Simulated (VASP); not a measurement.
# Cu (Fm-3m) in VASP: a series of runs

Runs on Cu. Level: r2SCAN. Tasks: single point.

Everything below comes from runs of VASP 6.6.1. Logs are shortened: lines on timing, memory, paths and dates and some standing lists are left out, and cuts for length are marked.

## Step 1: The cell of the first run

It takes space group Fm-3m (No. 225, cubic). The conventional cell has a = 3.577 Å, b = 3.577 Å, c = 3.577 Å, α = 90.00°, β = 90.00°, γ = 90.00°. Within 3.3 Å of Cu (site symmetry m-3m) lie 12 Cu at 2.53 Å.

## Step 2: Single point, r2SCAN

POSCAR reads:

```
Cu
1.0
    0.0000000000      1.7884399369      1.7884399369
    1.7884399369      0.0000000000      1.7884399369
    1.7884399369      1.7884399369      0.0000000000
Cu
1
Direct
    0.0000000000      0.0000000000      0.0000000000
```

INCAR.step1 reads:

```
ALGO = Normal ; EDIFF = 1E-4
ENCUT = 520 ; GGA = PE
ISMEAR = 0 ; LASPH = T
LCHARG = F ; LREAL = F
LWAVE = T ; NBANDS = 12
NELM = 80 ; PREC = Accurate
SIGMA = 0.1
```

INCAR.step2 reads:

```
ALGO = Normal ; EDIFF = 1E-6
ENCUT = 520 ; ISIF = 2
ISMEAR = 0 ; ISTART = 1
LASPH = T ; LCHARG = T
LELF = T ; LMIXTAU = T
LREAL = F ; LVHAR = T
LWAVE = F ; METAGGA = R2SCAN
NBANDS = 12 ; NELM = 80
PREC = Accurate ; SIGMA = 0.1
```

KPOINTS reads:

```
k-points
0
Gamma
  20 20 20
```

Potentials or basis: VASP PAW PBE potentials, release 64 (Cu).

On the command line:

```bash
> cat potpaw_PBE.64/Cu/POTCAR > POTCAR
> cp INCAR.step1 INCAR
> mpirun -np 1 vasp_std > vasp.out
> cp INCAR.step2 INCAR
> mpirun -np 1 vasp_std > vasp.out
```

OUTCAR:

```text
EDIFF = 1E-6
   ENCUT = 520
   ISIF = 2
   ISMEAR = 0
   ISTART = 1
   LASPH = T
   LREAL = F
   METAGGA = R2SCAN
   NELM = 80
   PREC = Accurate

 ion  position               nearest neighbor table
   1  0.000  0.000  0.000-

  LATTYP: Found a face centered cubic cell.
 ALAT       =     3.5768798738

  Lattice vectors:

 A1 = (   0.0000000000,   1.7884399369,   1.7884399369)
 A2 = (   1.7884399369,   0.0000000000,   1.7884399369)
 A3 = (   1.7884399369,   1.7884399369,   0.0000000000)

Analysis of symmetry for initial positions (statically):
=====================================================================
 Subroutine PRICEL returns:
 Original cell was already a primitive cell.

 Routine SETGRP: Setting up the symmetry group for a
 face centered cubic supercell.

 Subroutine GETGRP returns: Found 48 space group operations
 (whereof 48 operations were pure point group operations)
 out of a pool of 48 trial point group operations.

The static configuration has the point symmetry O_h .

Analysis of symmetry for dynamics (positions and initial velocities):
=====================================================================
 Subroutine PRICEL returns:
 Original cell was already a primitive cell.

 Routine SETGRP: Setting up the symmetry group for a
 face centered cubic supercell.

 Subroutine GETGRP returns: Found 48 space group operations
 (whereof 48 operations were pure point group operations)
 out of a pool of 48 trial point group operations.

The dynamic configuration has the point symmetry O_h .

 Subroutine INISYM returns: Found 48 space group operations
 (whereof 48 operations are pure point group operations),
 and found     1 'primitive' translations

----------------------------------------------------------------------------------------

                                     Primitive cell

  volume of cell :      11.4407

  direct lattice vectors                    reciprocal lattice vectors
     0.000000000  1.788439937  1.788439937    -0.279573269  0.279573269  0.279573269
     1.788439937  0.000000000  1.788439937     0.279573269 -0.279573269  0.279573269
     1.788439937  1.788439937  0.000000000     0.279573269  0.279573269 -0.279573269

  length of vectors
     2.529236014  2.529236014  2.529236014     0.484235107  0.484235107  0.484235107

  position of ions in fractional coordinates (direct lattice)
     0.000000000  0.000000000  0.000000000

  ion indices of the primitive-cell ions
   primitive index   ion index
                 1           1

----------------------------------------------------------------------------------------

 KPOINTS: k-points

Automatic generation of k-mesh.
 Grid dimensions read from file:
 generate k-points for:   20   20   20

 Generating k-lattice:

  Cartesian coordinates                     Fractional coordinates (reciprocal lattice)
    -0.013978663  0.013978663  0.013978663     0.050000000  0.000000000  0.000000000
     0.013978663 -0.013978663  0.013978663     0.000000000  0.050000000  0.000000000
     0.013978663  0.013978663 -0.013978663     0.000000000  0.000000000  0.050000000

  Length of vectors
     0.024211755  0.024211755  0.024211755

  Shift w.r.t. Gamma in fractional coordinates (k-lattice)
     0.000000000  0.000000000  0.000000000

 Subroutine IBZKPT returns following result:
 ===========================================

 Found    256 irreducible k-points:

 Following reciprocal coordinates:
            Coordinates               Weight
  0.000000  0.000000  0.000000      1.000000
  0.050000  0.000000  0.000000      8.000000
  0.100000  0.000000  0.000000      8.000000
  0.150000  0.000000  0.000000      8.000000
  0.200000  0.000000  0.000000      8.000000
  0.250000  0.000000  0.000000      8.000000
[... 16 lines left out ...]
 -0.400000  0.050000  0.000000     24.000000
 -0.350000  0.050000  0.000000     24.000000
 [... further k-points ...]
   k-points           NKPTS =    256   k-points in BZ     NKDIM =    256   number of bands    NBANDS=     12
   number of dos      NEDOS =    301   number of ions     NIONS =      1
   total plane-waves  NPLWV =   8000
   dimension x,y,z NGX =    20 NGY =   20 NGZ =   20
   dimension x,y,z NGXF=    40 NGYF=   40 NGZF=   40
   ions per type =               1
   NGX,Y,Z   is equivalent  to a cutoff of  13.15, 13.15, 13.15 a.u.
   NGXF,Y,Z  is equivalent  to a cutoff of  26.29, 26.29, 26.29 a.u.
 SYSTEM =  unknown system
   PREC   = accura    normal or accurate (medium, high low for compatibility)
   ISTART =      1    job   : 0-new  1-cont  2-samecut
   ICHARG =      0    charge: 1-file 2-atom 10-const
   ISPIN  =      1    spin polarized calculation?
   LNONCOLLINEAR =      F non collinear calculations
   LSORBIT =      F    spin-orbit coupling
   LASPH  =      T    aspherical Exc in radial PAW
   ENCUT  =  520.0 eV  38.22 Ry    6.18 a.u.   4.70  4.70  4.70*2*pi/ulx,y,z
   NELM   =     80;   NELMIN=  2; NELMDL=  0     # of ELM steps
   EDIFF  = 0.1E-05   stopping-criterion for ELM
   LREAL  =      F    real-space projection
   EDIFFG = 0.1E-04   stopping-criterion for IOM
   NSW    =      0    number of steps for IOM
   IBRION =     -1    ionic relax: 0-MD 1-quasi-New 2-CG
   NFREE  =      0    steps in history (QN), initial steepest desc. (CG)
   ISIF   =      2    stress and relaxation
   ISYM   =      2    0-nonsym 1-usesym 2-fastsym
   POTIM  = 0.5000    time-step for ionic-motion
   TEBEG  =    0.0;   TEEND  =   0.0 temperature during run
   PSTRESS=    0.0 pullay stress
   NELECT =      11.0000    total number of electrons
   NUPDOWN=      -1.0000    fix difference up-down
   EMIN   =  10.00;   EMAX   =-10.00  energy-range for DOS
   EFERMI =   0.00;   METHOD = LEGACY
   ISMEAR =     0;   SIGMA  =   0.10  broadening in eV -4-tet -1-fermi 0-gaus
   EFERMI_NEDOS =   21; number of points for ismear=-14 and -15
   IALGO  =     38    algorithm
   IMIX   =      4    mixing-type and parameters
     AMIX     =   0.40;   BMIX     =  1.00
     AMIX_MAG =   1.60;   BMIX_MAG =  1.00
  volume/ion in A,a.u.               =      11.44        77.21
  Fermi-wavevector in a.u.,A,eV,Ry     =   1.615802  3.053422 35.522292  2.610815
  Thomas-Fermi vector in A             =   2.710491
   LORBIT       =      0    0 simple, 1 ext, 2 COOP (PROOUT), +10 PAW based schemes
   METAGGA = R2SCAN    functional components
   LHFCALC =     F    Hartree Fock is set to
   AEXX    =    0.0000 exact exchange contribution
   IVDW    =     0    specifies the selected vdW correction
   LEPSILON=     F    determine dielectric tensor
   LRPA    =     F    only Hartree local field effects (RPA)
 non-spin polarized calculation
 Gauss-broadening in eV      SIGMA  =   0.10
  energy-cutoff  :      520.00
  volume of cell :       11.44
 maximum number of plane-waves:       331
   NGX =  9   NGY =  9   NGZ =  9

 number of electron      11.0000012 magnetization

 Free energy of the ion-electron system (eV)
  ---------------------------------------------------
  ext. energy  EPLUGINS =         0.00000000
  ---------------------------------------------------
  free energy    TOTEN  =       -10.82813408 eV

  energy without entropy =      -10.82695821  energy(sigma->0) =      -10.82754615

 E-fermi :   7.7646     XC(G=0): -13.9596

 val. band max:        7.7606890337   @ k =   0.5000   0.2500   0.1000
 cond. band min:       7.8073902826   @ k =  -0.4500   0.1000   0.0000
 fundamental gap:      0.0467012489
 Fermi energy:         7.7645536048

 k-point     1 :       0.0000    0.0000    0.0000
  band No.  band energies     occupation
      1      -2.1271      2.00000
      2       4.5587      2.00000
      3       4.5588      2.00000
      4       4.5588      2.00000
      5       5.4166      2.00000
      6       5.4166      2.00000
      7      31.4418      0.00000
      8      34.7288      0.00000
      9      34.7288      0.00000
     10      34.7291      0.00000
     11      37.1455      0.00000
     12      37.1455      0.00000

 k-point     2 :       0.0500    0.0000    0.0000
  band No.  band energies     occupation
      1      -2.0301      2.00000
      2       4.5374      2.00000
      3       4.5774      2.00000
      4       4.5774      2.00000
      5       5.4091      2.00000
      6       5.4091      2.00000
      7      30.9806      0.00000
      8      33.3338      0.00000
      9      34.3852      0.00000
     10      34.3854      0.00000
     11      37.6228      0.00000
     12      37.6229      0.00000

 k-point     3 :       0.1000    0.0000    0.0000
  band No.  band energies     occupation
      1      -1.7419      2.00000
      2       4.4779      2.00000
      3       4.6271      2.00000
      4       4.6272      2.00000
      5       5.3922      2.00000
      6       5.3922      2.00000
      7      29.0311      0.00000
      8      32.4429      0.00000
      9      33.7415      0.00000
     10      33.7417      0.00000
     11      38.6288      0.00000
     12      38.6289      0.00000

 k-point     4 :       0.1500    0.0000    0.0000
  band No.  band energies     occupation
      1      -1.2713      2.00000
      2       4.3950      2.00000
      3       4.6878      2.00000
      4       4.6879      2.00000
      5       5.3848      2.00000
      6       5.3849      2.00000
      7      26.3778      0.00000
      8      32.1285      0.00000
      9      33.1118      0.00000
     10      33.1120      0.00000
     11      39.1301      0.00000
     12      39.5605      0.00000

 k-point     5 :       0.2000    0.0000    0.0000
  band No.  band energies     occupation
      1      -0.6368      2.00000
      2       4.3143      2.00000
      3       4.7263      2.00000
      4       4.7264      2.00000
      5       5.4175      2.00000
      6       5.4176      2.00000
      7      23.6744      0.00000
      8      31.8151      0.00000
      9      32.5748      0.00000
     10      32.5750      0.00000
     11      39.1357      0.00000
     12      39.2153      0.00000
[... 228 lines left out ...]
      1       2.4216      2.00000
      2       4.4750      2.00000
      3       4.5425      2.00000
      4       5.6500      2.00000
      5       6.0351      2.00000
      6       7.0567      2.00000
      7      12.0408      0.00000
      8      29.2199      0.00000
      9      30.6033      0.00000
     10      30.7759      0.00000
     11      35.2812      0.00000
     12      35.4718      0.00000

 k-point    22 :      -0.4500    0.0500    0.0000
  band No.  band energies     occupation
      1       2.4045      2.00000
      2       4.4838      2.00000
      3       4.5429      2.00000
      4       5.6296      2.00000
      5       5.9960      2.00000
      6       6.9326      2.00000
      7      12.2823      0.00000
      8      28.9899      0.00000
      9      30.7114      0.00000
     10      31.1400      0.00000
     11      34.8704      0.00000
     12      35.7440      0.00000

 k-point    23 :      -0.4000    0.0500    0.0000
  band No.  band energies     occupation
      1       2.2617      2.00000
      2       4.5189      2.00000
      3       4.5689      2.00000
      4       5.3065      2.00000
      5       5.9010      2.00000
      6       6.3976      2.00000
      7      13.6700      0.00000
      8      28.8358      0.00000
      9      30.9013      0.00000
     10      31.8355      0.00000
     11      34.6680      0.00000
     12      36.1448      0.00000

 k-point    24 :      -0.3500    0.0500    0.0000
  band No.  band energies     occupation
      1       1.9015      2.00000
      2       4.5742      2.00000
      3       4.6167      2.00000
      4       4.7528      2.00000
      5       5.7629      2.00000
      6       6.0665      2.00000
      7      15.6114      0.00000
      8      28.7988      0.00000
      9      31.2876      0.00000
     10      32.6106      0.00000
     11      34.7408      0.00000
     12      36.6242      0.00000

 [... further k-points ...]

------------------------ aborting loop because EDIFF is reached ----------------------------------------

  FORCE on cell =-STRESS in cart. coord.  units (eV):
  Direction    XX          YY          ZZ          XY          YZ          ZX
  --------------------------------------------------------------------------------------
  -------------------------------------------------------------------------------------
  Total        0.0326962      0.0326962      0.0326962     -0.0000000     -0.0000000     -0.0000000
  in kB        4.5788287      4.5788287      4.5788287     -0.0000000     -0.0000000     -0.0000000
  external PRESSURE =       4.5788287 kB  Pullay stress =       0.0000000 kB

 VOLUME and BASIS-vectors are now :
 -----------------------------------------------------------------------------
  energy-cutoff  :      520.00
  volume of cell :       11.44
      direct lattice vectors                 reciprocal lattice vectors
     0.000000000  1.788439937  1.788439937    -0.279573269  0.279573269  0.279573269
     1.788439937  0.000000000  1.788439937     0.279573269 -0.279573269  0.279573269
     1.788439937  1.788439937  0.000000000     0.279573269  0.279573269 -0.279573269

 POSITION                                       TOTAL-FORCE (eV/Angst)
 -----------------------------------------------------------------------------------
      0.00000      0.00000      0.00000        -0.000000     -0.000000     -0.000000
 -----------------------------------------------------------------------------------
    total drift:                                0.000000      0.000000      0.000000

  FREE ENERGIE OF THE ION-ELECTRON SYSTEM (eV)
  ---------------------------------------------------
  free  energy   TOTEN  =       -10.8281340786 eV

  energy  without entropy=      -10.8269582133  energy(sigma->0) =      -10.82754615
```

It took 53 s on 1 thread of Intel Xeon 6975P-C (Granite Rapids), shared host; peak memory 0.15 GiB.

What came out:

```yaml
Free_energy: -10.8281 eV
Pressure: 0.5 GPa
```

Caveat: the PAW data sets were made with another functional, which shifts forces and pressure a little.

## Step 3: Single point, r2SCAN

POSCAR reads:

```
Cu
1.0
    0.0000000000      1.7885907039      1.7885907039
    1.7885907039      0.0000000000      1.7885907039
    1.7885907039      1.7885907039      0.0000000000
Cu
1
Direct
    0.0000000000      0.0000000000      0.0000000000
```

INCAR.step1 reads:

```
SYSTEM = Cu
PREC = Accurate ; ENCUT = 520
ISMEAR = -1 ; SIGMA = 0.15
LREAL = .False. ; LASPH = .True.
NELM = 100 ; NBANDS = 12
GGA = PE ; ALGO = Normal
EDIFF = 1E-4 ; LWAVE = .True.
LCHARG = .False.
```

INCAR.step2 reads:

```
SYSTEM = Cu
PREC = Accurate ; ENCUT = 520
EDIFF = 1E-6 ; ISMEAR = -1
SIGMA = 0.15 ; LREAL = .False.
LASPH = .True. ; NELM = 100
ALGO = Normal ; ISIF = 2
LWAVE = .False. ; LCHARG = .False.
METAGGA = R2SCAN ; LMIXTAU = .True.
NBANDS = 12 ; ISTART = 1
```

KPOINTS reads:

```
regular mesh
0
Gamma
  20 20 20
  0 0 0
```

Potentials or basis: VASP PAW PBE potentials, release 64 (Cu).

On the command line:

```bash
> cat potpaw_PBE.64/Cu/POTCAR > POTCAR
> cp INCAR.step1 INCAR
> mpirun -np 1 vasp_std > vasp.out
> cp INCAR.step2 INCAR
> mpirun -np 1 vasp_std > vasp.out
```

OUTCAR:

```text
SYSTEM = Cu
   PREC = Accurate
   ENCUT = 520
   EDIFF = 1E-6
   ISMEAR = -1
   LREAL = .False.
   LASPH = .True.
   NELM = 100
   ISIF = 2
   METAGGA = R2SCAN
   ISTART = 1

 ion  position               nearest neighbor table
   1  0.000  0.000  0.000-

  LATTYP: Found a face centered cubic cell.
 ALAT       =     3.5771814078

  Lattice vectors:

 A1 = (   0.0000000000,   1.7885907039,   1.7885907039)
 A2 = (   1.7885907039,   0.0000000000,   1.7885907039)
 A3 = (   1.7885907039,   1.7885907039,   0.0000000000)

Analysis of symmetry for initial positions (statically):
=====================================================================
 Subroutine PRICEL returns:
 Original cell was already a primitive cell.

 Routine SETGRP: Setting up the symmetry group for a
 face centered cubic supercell.

 Subroutine GETGRP returns: Found 48 space group operations
 (whereof 48 operations were pure point group operations)
 out of a pool of 48 trial point group operations.

The static configuration has the point symmetry O_h .

Analysis of symmetry for dynamics (positions and initial velocities):
[... 165 lines left out ...]
      1      -2.1290      2.00000
      2       4.5514      2.00000
      3       4.5515      2.00000
      4       4.5515      2.00000
      5       5.4086      2.00000
      6       5.4086      2.00000
      7      31.4363      0.00000
      8      34.7214      0.00000
      9      34.7214      0.00000
     10      34.7217      0.00000
     11      37.1362      0.00000
     12      37.1363      0.00000
[... 331 lines left out ...]
 k-point    24 :      -0.3500    0.0500    0.0000
  band No.  band energies     occupation
      1       1.8977      2.00000
      2       4.5670      2.00000
      3       4.6094      2.00000
      4       4.7474      2.00000
      5       5.7548      2.00000
      6       6.0585      1.99998
      7      15.6047      0.00000
      8      28.7922      0.00000
      9      31.2815      0.00000
     10      32.6022      0.00000
     11      34.7326      0.00000
     12      36.6159      0.00000

 [... further k-points ...]

------------------------ aborting loop because EDIFF is reached ----------------------------------------

  FORCE on cell =-STRESS in cart. coord.  units (eV):
  Direction    XX          YY          ZZ          XY          YZ          ZX
  --------------------------------------------------------------------------------------
  -------------------------------------------------------------------------------------
  Total        0.0345819      0.0345819      0.0345819     -0.0000000      0.0000000     -0.0000000
  in kB        4.8416846      4.8416846      4.8416846     -0.0000000      0.0000000     -0.0000000
  external PRESSURE =       4.8416846 kB  Pullay stress =       0.0000000 kB

 VOLUME and BASIS-vectors are now :
 -----------------------------------------------------------------------------
  energy-cutoff  :      520.00
  volume of cell :       11.44
      direct lattice vectors                 reciprocal lattice vectors
     0.000000000  1.788590704  1.788590704    -0.279549703  0.279549703  0.279549703
     1.788590704  0.000000000  1.788590704     0.279549703 -0.279549703  0.279549703
     1.788590704  1.788590704  0.000000000     0.279549703  0.279549703 -0.279549703

 POSITION                                       TOTAL-FORCE (eV/Angst)
 -----------------------------------------------------------------------------------
      0.00000      0.00000      0.00000         0.000000      0.000000      0.000000
 -----------------------------------------------------------------------------------
    total drift:                                0.000000     -0.000000     -0.000000

  FREE ENERGIE OF THE ION-ELECTRON SYSTEM (eV)
  ---------------------------------------------------
  free  energy   TOTEN  =       -10.8373426165 eV

  energy  without entropy=      -10.8171080248  energy(sigma->0) =      -10.82722532
```

OUTCAR.step1:

```text
SYSTEM = Cu
   PREC = Accurate
   ENCUT = 520
   ISMEAR = -1
   LREAL = .False.
   LASPH = .True.
[... 576 lines left out ...]
 -----------------------------------------------------------------------------------
      0.00000      0.00000      0.00000        -0.000000      0.000000      0.000000
 -----------------------------------------------------------------------------------
    total drift:                                0.000000      0.000000      0.000000

  FREE ENERGIE OF THE ION-ELECTRON SYSTEM (eV)
  ---------------------------------------------------
  free  energy   TOTEN  =        -3.7265978601 eV

  energy  without entropy=       -3.7052998432  energy(sigma->0) =       -3.71594885
```

Wall time 54 s (1 thread of Intel Xeon 6975P-C (Granite Rapids), shared host); peak memory 0.15 GiB.

Results:

```yaml
Free_energy: -10.8373 eV
Pressure: 0.5 GPa
```

Levels at points of the mesh, in eV from the Fermi level:
```csv
k point,band 3,band 4,band 5,band 6,band 7,band 8,band 9,band 10
"(0.00, 0.00, 0.00)",-3.25,-3.25,-2.39,-2.39,23.63,26.92,26.92,26.92
"(0.50, 0.00, 0.00)",-3.30,-1.78,-1.78,-1.15,4.13,22.13,23.64,23.64
"(0.50, 0.50, 0.00)",-1.81,-1.62,-1.62,1.55,7.65,14.01,14.01,18.44
```

Caveat: the PAW data sets were made with another functional, which shifts forces and pressure a little.
